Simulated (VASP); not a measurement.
## Cu: single point with PBEsol

Cu:

```
Cu
1.0
     0.00000    2.58003    2.58003
     2.58003    0.00000    2.58003
     2.58003    2.58003    0.00000
Cu
1
Direct
  0.25000 0.25000 0.25000
```

```json
{
  "Program": "VASP 6.6.1",
  "Task": "single point",
  "Functional": "PBEsol",
  "Potentials or basis": "VASP PAW PBE potentials, release 64 (Cu)",
  "Cutoff": "600 eV",
  "k mesh": "8 × 8 × 8",
  "Occupations": "fermi-dirac, width 0.3 eV",
  "Spin": "no spin polarisation"
}
```

```yaml
Pressure: -10.4 GPa
```

Levels at points of the mesh, in eV from the Fermi level:
```csv
k point,band 2,band 3,band 4,band 5,band 6,band 7,band 8,band 9,band 10,band 11
"(0.00, 0.00, 0.00)",-1.52,-1.52,-1.52,-1.38,-1.38,11.73,11.73,11.73,14.43,14.94
"(0.50, 0.00, 0.00)",-1.52,-1.52,-1.28,-1.28,0.45,1.02,10.23,10.23,13.43,13.44
"(0.50, 0.50, 0.00)",-1.75,-1.28,-1.25,-1.25,1.87,2.01,6.99,6.99,9.19,9.81
```

Wall time 39 s on 1 thread of AMD EPYC 7R13, on a shared host, peak memory 0.14 GiB.

Caveat: the PAW data sets were made with another functional, which shifts forces and pressure a little.
